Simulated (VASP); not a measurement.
# Sn (Im-3m) in VASP: notebook

Sn is run at these levels: PBE, RPBE; tasks: single point.

Program: VASP 6.6.1. These are calculated values, not measurements. Logs are shortened: lines on timing, memory, paths and dates and some standing lists are left out, and cuts for length are marked.

## Step 1: The cell of the first run

It takes space group Im-3m (No. 229, cubic). Conventional cell: a = 3.789 Å, b = 3.789 Å, c = 3.789 Å, α = 90.00°, β = 90.00°, γ = 90.00°. Sn (site symmetry m-3m) has 14 Sn at 3.28 to 3.79 Å within 4.3 Å.

## Step 2: Single point, PBE

Contents of INCAR:

```
SYSTEM = Sn
ALGO = Normal
EDIFF = 1E-6
ENCUT = 500
GGA = PE
GGA_COMPAT = .False.
ISIF = 2
ISMEAR = 0
LASPH = .True.
LCHARG = .True.
LELF = .True.
LREAL = .False.
LVHAR = .True.
LWAVE = .False.
NBANDS = 13
NELM = 120
PREC = Accurate
SIGMA = 0.1
```

Contents of KPOINTS:

```
k-points
0
Gamma
  4 4 4
  0 0 0
```

Contents of POSCAR:

```
Sn
1.0
   -1.8946518192      1.8946518192      1.8946518192
    1.8946518192     -1.8946518192      1.8946518192
    1.8946518192      1.8946518192     -1.8946518192
Sn
1
Direct
    0.0000000000      0.0000000000      0.0000000000
```

Potentials or basis: VASP PAW PBE potentials, release 64 (Sn_d).

Run with:

```sh
> cat potpaw_PBE.64/Sn_d/POTCAR > POTCAR
> mpirun -np 1 vasp_std > vasp.out
```

OUTCAR:

```text
SYSTEM = Sn
   EDIFF = 1E-6
   ENCUT = 500
   GGA = PE
   ISIF = 2
   ISMEAR = 0
   LASPH = .True.
   LREAL = .False.
   NELM = 120
   PREC = Accurate

 ion  position               nearest neighbor table
   1  0.000  0.000  0.000-

  LATTYP: Found a body centered cubic cell.
 ALAT       =     3.7893036384

  Lattice vectors:

 A1 = (  -1.8946518192,   1.8946518192,   1.8946518192)
 A2 = (   1.8946518192,  -1.8946518192,   1.8946518192)
 A3 = (   1.8946518192,   1.8946518192,  -1.8946518192)

Analysis of symmetry for initial positions (statically):
=====================================================================
 Subroutine PRICEL returns:
 Original cell was already a primitive cell.

 Routine SETGRP: Setting up the symmetry group for a
 body centered cubic supercell.

 Subroutine GETGRP returns: Found 48 space group operations
 (whereof 48 operations were pure point group operations)
 out of a pool of 48 trial point group operations.

The static configuration has the point symmetry O_h .

Analysis of symmetry for dynamics (positions and initial velocities):
=====================================================================
 Subroutine PRICEL returns:
 Original cell was already a primitive cell.

 Routine SETGRP: Setting up the symmetry group for a
 body centered cubic supercell.

 Subroutine GETGRP returns: Found 48 space group operations
 (whereof 48 operations were pure point group operations)
 out of a pool of 48 trial point group operations.

The dynamic configuration has the point symmetry O_h .

 Subroutine INISYM returns: Found 48 space group operations
 (whereof 48 operations are pure point group operations),
 and found     1 'primitive' translations

----------------------------------------------------------------------------------------

                                     Primitive cell

  volume of cell :      27.2050

  direct lattice vectors                    reciprocal lattice vectors
    -1.894651819  1.894651819  1.894651819     0.000000000  0.263900731  0.263900731
     1.894651819 -1.894651819  1.894651819     0.263900731  0.000000000  0.263900731
     1.894651819  1.894651819 -1.894651819     0.263900731  0.263900731  0.000000000

  length of vectors
     3.281633214  3.281633214  3.281633214     0.373211993  0.373211993  0.373211993

  position of ions in fractional coordinates (direct lattice)
     0.000000000  0.000000000  0.000000000

  ion indices of the primitive-cell ions
   primitive index   ion index
                 1           1

----------------------------------------------------------------------------------------

 KPOINTS: k-points

Automatic generation of k-mesh.
 Grid dimensions read from file:
 generate k-points for:    4    4    4

 Generating k-lattice:

  Cartesian coordinates                     Fractional coordinates (reciprocal lattice)
     0.000000000  0.065975183  0.065975183     0.250000000  0.000000000  0.000000000
     0.065975183  0.000000000  0.065975183     0.000000000  0.250000000  0.000000000
     0.065975183  0.065975183  0.000000000     0.000000000  0.000000000  0.250000000

  Length of vectors
     0.093302998  0.093302998  0.093302998

  Shift w.r.t. Gamma in fractional coordinates (k-lattice)
     0.000000000  0.000000000  0.000000000

 Subroutine IBZKPT returns following result:
 ===========================================

 Found      8 irreducible k-points:

 Following reciprocal coordinates:
            Coordinates               Weight
  0.000000  0.000000  0.000000      1.000000
  0.250000  0.000000  0.000000     12.000000
  0.500000  0.000000  0.000000      6.000000
  0.250000  0.250000  0.000000     24.000000
  0.250000  0.250000  0.250000      2.000000
 -0.250000  0.250000  0.250000      6.000000
  0.500000  0.500000  0.250000     12.000000
  0.500000  0.500000  0.500000      1.000000
   k-points           NKPTS =      8   k-points in BZ     NKDIM =      8   number of bands    NBANDS=     13
   number of dos      NEDOS =    301   number of ions     NIONS =      1
   total plane-waves  NPLWV =  13824
   dimension x,y,z NGX =    24 NGY =   24 NGZ =   24
   dimension x,y,z NGXF=    48 NGYF=   48 NGZF=   48
   ions per type =               1
   NGX,Y,Z   is equivalent  to a cutoff of  12.16, 12.16, 12.16 a.u.
   NGXF,Y,Z  is equivalent  to a cutoff of  24.32, 24.32, 24.32 a.u.
 SYSTEM =  Sn
   PREC   = accura    normal or accurate (medium, high low for compatibility)
   ISTART =      0    job   : 0-new  1-cont  2-samecut
   ICHARG =      2    charge: 1-file 2-atom 10-const
   ISPIN  =      1    spin polarized calculation?
   LNONCOLLINEAR =      F non collinear calculations
   LSORBIT =      F    spin-orbit coupling
   LASPH  =      T    aspherical Exc in radial PAW
   ENCUT  =  500.0 eV  36.75 Ry    6.06 a.u.   5.98  5.98  5.98*2*pi/ulx,y,z
   NELM   =    120;   NELMIN=  2; NELMDL= -5     # of ELM steps
   EDIFF  = 0.1E-05   stopping-criterion for ELM
   LREAL  =      F    real-space projection
[... 7 lines left out ...]
   TEBEG  =    0.0;   TEEND  =   0.0 temperature during run
   PSTRESS=    0.0 pullay stress
   NELECT =      14.0000    total number of electrons
   NUPDOWN=      -1.0000    fix difference up-down
   EMIN   =  10.00;   EMAX   =-10.00  energy-range for DOS
   EFERMI =   0.00;   METHOD = LEGACY
   ISMEAR =     0;   SIGMA  =   0.10  broadening in eV -4-tet -1-fermi 0-gaus
   EFERMI_NEDOS =   21; number of points for ismear=-14 and -15
   IALGO  =     38    algorithm
   IMIX   =      4    mixing-type and parameters
     AMIX     =   0.40;   BMIX     =  1.00
     AMIX_MAG =   1.60;   BMIX_MAG =  1.00
  volume/ion in A,a.u.               =      27.20       183.59
  Fermi-wavevector in a.u.,A,eV,Ry     =   1.311902  2.479136 23.416813  1.721087
  Thomas-Fermi vector in A             =   2.442332
   LORBIT       =      0    0 simple, 1 ext, 2 COOP (PROOUT), +10 PAW based schemes
   GGA     = PE    functional components
   LHFCALC =     F    Hartree Fock is set to
   AEXX    =    0.0000 exact exchange contribution
   IVDW    =     0    specifies the selected vdW correction
   LEPSILON=     F    determine dielectric tensor
   LRPA    =     F    only Hartree local field effects (RPA)
 non-spin polarized calculation
 Gauss-broadening in eV      SIGMA  =   0.10
  energy-cutoff  :      500.00
  volume of cell :       27.20
 maximum number of plane-waves:       703
   NGX = 11   NGY = 11   NGZ = 11

 number of electron      13.9999996 magnetization

 Free energy of the ion-electron system (eV)
  ---------------------------------------------------
  ext. energy  EPLUGINS =         0.00000000
  ---------------------------------------------------
  free energy    TOTEN  =        -3.66916596 eV

  energy without entropy =       -3.64812433  energy(sigma->0) =       -3.65864514

 E-fermi :   7.9445     XC(G=0): -10.3673

 val. band max:        7.9370640834   @ k =   0.2500   0.2500   0.0000
 cond. band min:       9.0653554186   @ k =   0.5000   0.5000   0.2500
 fundamental gap:      1.1282913353
 Fermi energy:         7.9444627988

 k-point     1 :       0.0000    0.0000    0.0000
  band No.  band energies     occupation
      1     -13.5009      2.00000
      2     -13.5009      2.00000
      3     -13.5009      2.00000
      4     -13.3629      2.00000
      5     -13.3629      2.00000
      6      -3.0047      2.00000
      7      16.0342      0.00000
      8      16.0342      0.00000
      9      16.0342      0.00000
     10      20.1918      0.00000
     11      20.1918      0.00000
     12      20.1918      0.00000
     13      20.8021      0.00000

 k-point     2 :       0.2500    0.0000    0.0000
  band No.  band energies     occupation
      1     -13.5235      2.00000
      2     -13.4764      2.00000
      3     -13.3919      2.00000
      4     -13.3811      2.00000
      5     -13.3660      2.00000
      6      -1.6417      2.00000
      7       9.5747      0.00000
      8      13.2470      0.00000
      9      14.6167      0.00000
     10      16.9877      0.00000
     11      17.3367      0.00000
     12      20.4018      0.00000
     13      22.3485      0.00000

 k-point     3 :       0.5000    0.0000    0.0000
  band No.  band energies     occupation
      1     -13.5461      2.00000
      2     -13.4838      2.00000
      3     -13.3709      2.00000
      4     -13.3688      2.00000
      5     -13.2801      2.00000
      6       1.6637      2.00000
      7       3.6588      2.00000
      8      11.6786      0.00000
      9      13.5144      0.00000
     10      16.0254      0.00000
     11      16.3242      0.00000
     12      23.0375      0.00000
     13      24.0346      0.00000

 k-point     4 :       0.2500    0.2500    0.0000
  band No.  band energies     occupation
      1     -13.5158      2.00000
      2     -13.4497      2.00000
      3     -13.3833      2.00000
      4     -13.3797      2.00000
      5     -13.3231      2.00000
      6       0.9862      2.00000
      7       6.2999      2.00000
      8       7.9371      1.08333
      9      12.4956      0.00000
     10      18.3866      0.00000
     11      19.0490      0.00000
     12      23.3047      0.00000
     13      23.3592      0.00000

 k-point     5 :       0.2500    0.2500    0.2500
  band No.  band energies     occupation
      1     -13.4337      2.00000
      2     -13.4337      2.00000
      3     -13.4337      2.00000
      4     -13.3679      2.00000
      5     -13.3679      2.00000
      6       2.9372      2.00000
      7       6.6246      2.00000
      8       6.6246      2.00000
      9       6.6246      2.00000
     10      25.9464      0.00000
     11      25.9464      0.00000
     12      25.9464      0.00000
     13      27.0796      0.00000

 k-point     6 :      -0.2500    0.2500    0.2500
  band No.  band energies     occupation
      1     -13.4399      2.00000
      2     -13.4169      2.00000
      3     -13.4169      2.00000
      4     -13.4003      2.00000
      5     -13.3955      2.00000
      6      -0.2919      2.00000
      7      10.2133      0.00000
      8      10.5350      0.00000
      9      10.5350      0.00000
     10      14.1205      0.00000
     11      21.8791      0.00000
     12      21.8791      0.00000
     13      22.2669      0.00000

 k-point     7 :       0.5000    0.5000    0.2500
  band No.  band energies     occupation
      1     -13.4757      2.00000
      2     -13.4458      2.00000
      3     -13.4252      2.00000
      4     -13.3611      2.00000
      5     -13.2903      2.00000
      6       2.8729      2.00000
      7       5.0425      2.00000
      8       9.0654      0.00000
      9      10.5796      0.00000
     10      15.4595      0.00000
     11      16.7533      0.00000
     12      21.0188      0.00000
     13      21.7814      0.00000

 k-point     8 :       0.5000    0.5000    0.5000
  band No.  band energies     occupation
      1     -13.5201      2.00000
      2     -13.5201      2.00000
      3     -13.3005      2.00000
      4     -13.3005      2.00000
      5     -13.3005      2.00000
      6       5.5970      2.00000
      7       7.6005      2.00000
      8       7.6005      2.00000
      9       7.6005      2.00000
     10      11.9103      0.00000
     11      11.9103      0.00000
     12      26.2728      0.00000
     13      28.8899      0.00000

------------------------ aborting loop because EDIFF is reached ----------------------------------------

  FORCE on cell =-STRESS in cart. coord.  units (eV):
  Direction    XX          YY          ZZ          XY          YZ          ZX
  --------------------------------------------------------------------------------------
  -------------------------------------------------------------------------------------
  Total        0.1244507      0.1244507      0.1244507      0.0000000     -0.0000000     -0.0000000
  in kB        7.3292536      7.3292536      7.3292536      0.0000000     -0.0000000     -0.0000000
  external PRESSURE =       7.3292536 kB  Pullay stress =       0.0000000 kB

 VOLUME and BASIS-vectors are now :
 -----------------------------------------------------------------------------
  energy-cutoff  :      500.00
  volume of cell :       27.20
      direct lattice vectors                 reciprocal lattice vectors
    -1.894651819  1.894651819  1.894651819     0.000000000  0.263900731  0.263900731
     1.894651819 -1.894651819  1.894651819     0.263900731  0.000000000  0.263900731
     1.894651819  1.894651819 -1.894651819     0.263900731  0.263900731  0.000000000

 POSITION                                       TOTAL-FORCE (eV/Angst)
 -----------------------------------------------------------------------------------
      0.00000      0.00000      0.00000         0.000000      0.000000     -0.000000
 -----------------------------------------------------------------------------------
    total drift:                                0.000000      0.000000      0.000000

  FREE ENERGIE OF THE ION-ELECTRON SYSTEM (eV)
  ---------------------------------------------------
  free  energy   TOTEN  =        -3.6691659579 eV

  energy  without entropy=       -3.6481243290  energy(sigma->0) =       -3.65864514
```

It took 6.3 s on 1 thread of Intel Xeon 8259CL, shared host; peak memory 0.13 GiB.

Results:

```yaml
Free_energy: -3.6692 eV
Pressure: 0.7 GPa
Band_gap_on_the_k_mesh: zero (band 7 reaches 16.03 eV, above the bottom of band 8 at 6.62 eV)
```

Caveat: the k points lie up to 0.59 Å⁻¹ apart; spin-orbit coupling is left out, which moves the levels of the heavy elements.

## Step 3: Single point, PBE

This run uses another cell than the first one, of 25.33 Å³/atom, 0.931 times its volume.

Contents of INCAR:

```
SYSTEM = Sn
ALGO     = Normal         ! electronic algorithm
EDIFF    = 1E-6           ! SCF threshold, eV
ENCUT    = 500            ! plane-wave cutoff, eV
GGA      = PE             ! functional
GGA_COMPAT= .FALSE.      
ISIF     = 2              ! what is computed and relaxed
ISMEAR   = 0              ! smearing method
LASPH    = .TRUE.         ! aspherical terms in the spheres
LCHARG   = .FALSE.        ! write CHGCAR
LREAL    = .FALSE.        ! projectors in reciprocal space
LWAVE    = .FALSE.        ! write WAVECAR
NBANDS   = 13             ! bands
NELM     = 120            ! most SCF steps
PREC     = Accurate       ! precision mode
SIGMA    = 0.1            ! smearing width, eV
```

Contents of KPOINTS:

```
k-points
0
G
  6 6 6
  0 0 0
```

Contents of POSCAR:

```
Sn
1.0
   -1.8500322743      1.8500322743      1.8500322743
    1.8500322743     -1.8500322743      1.8500322743
    1.8500322743      1.8500322743     -1.8500322743
Sn
1
Direct
    0.0000000000      0.0000000000      0.0000000000
```

Potentials or basis: VASP PAW PBE potentials, release 64 (Sn_d).

Run with:

```sh
> cat potpaw_PBE.64/Sn_d/POTCAR > POTCAR
> mpirun -np 1 vasp_std > vasp.out
```

OUTCAR:

```text
SYSTEM = Sn
   EDIFF = 1E-6
   ENCUT = 500
   GGA = PE
   ISIF = 2
   ISMEAR = 0
   LASPH = .TRUE.
   LREAL = .FALSE.
   NELM = 120
   PREC = Accurate

 ion  position               nearest neighbor table
   1  0.000  0.000  0.000-

  LATTYP: Found a body centered cubic cell.
 ALAT       =     3.7000645486

  Lattice vectors:

 A1 = (  -1.8500322743,   1.8500322743,   1.8500322743)
 A2 = (   1.8500322743,  -1.8500322743,   1.8500322743)
 A3 = (   1.8500322743,   1.8500322743,  -1.8500322743)

Analysis of symmetry for initial positions (statically):
=====================================================================
 Subroutine PRICEL returns:
 Original cell was already a primitive cell.

 Routine SETGRP: Setting up the symmetry group for a
 body centered cubic supercell.

 Subroutine GETGRP returns: Found 48 space group operations
 (whereof 48 operations were pure point group operations)
 out of a pool of 48 trial point group operations.

The static configuration has the point symmetry O_h .
[... 155 lines left out ...]
 Fermi energy:         9.0921034776

 k-point     1 :       0.0000    0.0000    0.0000
  band No.  band energies     occupation
      1     -12.6297      2.00000
      2     -12.6297      2.00000
      3     -12.6297      2.00000
      4     -12.4586      2.00000
      5     -12.4586      2.00000
      6      -2.6417      2.00000
      7      17.6282      0.00000
      8      17.6282      0.00000
      9      17.6282      0.00000
     10      21.2314      0.00000
     11      21.2314      0.00000
     12      21.2314      0.00000
     13      22.2470      0.00000
[... 226 lines left out ...]
  band No.  band energies     occupation
      1     -12.6604      2.00000
      2     -12.6604      2.00000
      3     -12.3806      2.00000
      4     -12.3806      2.00000
      5     -12.3806      2.00000
      6       6.9401      2.00000
      7       8.4176      2.00000
      8       8.4176      2.00000
      9       8.4176      2.00000
     10      12.7905      0.00000
     11      12.7905      0.00000
     12      27.5575      0.00000
     13      30.6694      0.00000

------------------------ aborting loop because EDIFF is reached ----------------------------------------

  FORCE on cell =-STRESS in cart. coord.  units (eV):
  Direction    XX          YY          ZZ          XY          YZ          ZX
  --------------------------------------------------------------------------------------
  -------------------------------------------------------------------------------------
  Total        0.8384253      0.8384253      0.8384253      0.0000000      0.0000000     -0.0000000
  in kB       53.0367671     53.0367671     53.0367671      0.0000000      0.0000000     -0.0000000
  external PRESSURE =      53.0367671 kB  Pullay stress =       0.0000000 kB

 VOLUME and BASIS-vectors are now :
 -----------------------------------------------------------------------------
  energy-cutoff  :      500.00
  volume of cell :       25.33
      direct lattice vectors                 reciprocal lattice vectors
    -1.850032274  1.850032274  1.850032274     0.000000000  0.270265555  0.270265555
     1.850032274 -1.850032274  1.850032274     0.270265555  0.000000000  0.270265555
     1.850032274  1.850032274 -1.850032274     0.270265555  0.270265555  0.000000000

 POSITION                                       TOTAL-FORCE (eV/Angst)
 -----------------------------------------------------------------------------------
      0.00000      0.00000      0.00000         0.000000      0.000000      0.000000
 -----------------------------------------------------------------------------------
    total drift:                                0.000000      0.000000     -0.000000

  FREE ENERGIE OF THE ION-ELECTRON SYSTEM (eV)
  ---------------------------------------------------
  free  energy   TOTEN  =        -3.7673045327 eV

  energy  without entropy=       -3.7648078442  energy(sigma->0) =       -3.76605619
```

OSZICAR:

```text
N       E                     dE             d eps       ncg     rms          rms(c)
DAV:   1     0.747736582415E+02    0.74774E+02   -0.70352E+03   421   0.163E+03
DAV:   2     0.916998939789E+00   -0.73857E+02   -0.72101E+02   436   0.317E+02
DAV:   3    -0.368947523844E+01   -0.46065E+01   -0.45926E+01   519   0.670E+01
DAV:   4    -0.377961886942E+01   -0.90144E-01   -0.90127E-01   496   0.994E+00
DAV:   5    -0.378270786848E+01   -0.30890E-02   -0.30890E-02   507   0.181E+00    0.151E+00
DAV:   6    -0.377148987369E+01    0.11218E-01   -0.10391E-02   536   0.183E+00    0.842E-01
DAV:   7    -0.376747221611E+01    0.40177E-02   -0.70999E-03   504   0.145E+00    0.107E-01
DAV:   8    -0.376730604259E+01    0.16617E-03   -0.70627E-04   516   0.454E-01    0.231E-02
DAV:   9    -0.376730409033E+01    0.19523E-05   -0.14565E-05   551   0.533E-02    0.147E-02
DAV:  10    -0.376730453271E+01   -0.44238E-06   -0.18508E-06   511   0.158E-02
   1 F= -.37673045E+01 E0= -.37660562E+01  d E =-.249669E-02
```

Wall time 7.2 s (1 thread of Intel Xeon 8259CL, shared host); peak memory 0.14 GiB.

Results:

| Property | Result |
| --- | --- |
| Free energy | -3.7673 eV |
| Pressure | 5.3 GPa |
| Band gap on the k mesh | zero (band 7 reaches 17.63 eV, above the bottom of band 8 at 6.28 eV) |

Levels at points of the mesh, in eV from the Fermi level:
```tsv
k point	band 4	band 5	band 6	band 7	band 8	band 9	band 10	band 11
(0.00, 0.00, 0.00)	-21.55	-21.55	-11.73	8.54	8.54	8.54	12.14	12.14
(0.50, 0.00, 0.00)	-21.56	-21.45	-6.60	-4.91	3.74	5.58	8.26	8.38
(0.50, 0.50, 0.50)	-21.47	-21.47	-2.15	-0.67	-0.67	-0.67	3.70	3.70
```

Caveat: the k points lie up to 0.40 Å⁻¹ apart; spin-orbit coupling is left out, which moves the levels of the heavy elements.

(Part 1 of 2 ends here.)
